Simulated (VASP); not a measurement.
Runs of VASP 6.6.1 on Al. It takes space group Fm-3m (No. 225, cubic). The conventional cell has a = 4.050 Å, b = 4.050 Å, c = 4.050 Å, α = 90.00°, β = 90.00°, γ = 90.00°. Within 3.8 Å of Al (site symmetry m-3m) lie 12 Al at 2.86 Å. 

```csv
k mesh,gap on the mesh (eV),pressure (GPa)
6 × 6 × 6,none,0.0
14 × 14 × 14,none,(a)
24 × 24 × 24,none,-0.6
28 × 28 × 28,none,-0.6
12 × 12 × 12,none,-0.4
18 × 18 × 18,none,-0.5
```

Alike in all rows: task single point; level PBE; potentials or basis VASP PAW PBE potentials, release 64 (Al); no spin polarisation; cell as given; cutoff (eV) 520; smearing gaussian 0.1 eV.

**Question.** Fill in the values left out.

**Answer.** (a) -0.8.

Caveats: some runs use coarse meshes.

A gap of «none» marks levels without a gap at the run's occupations.
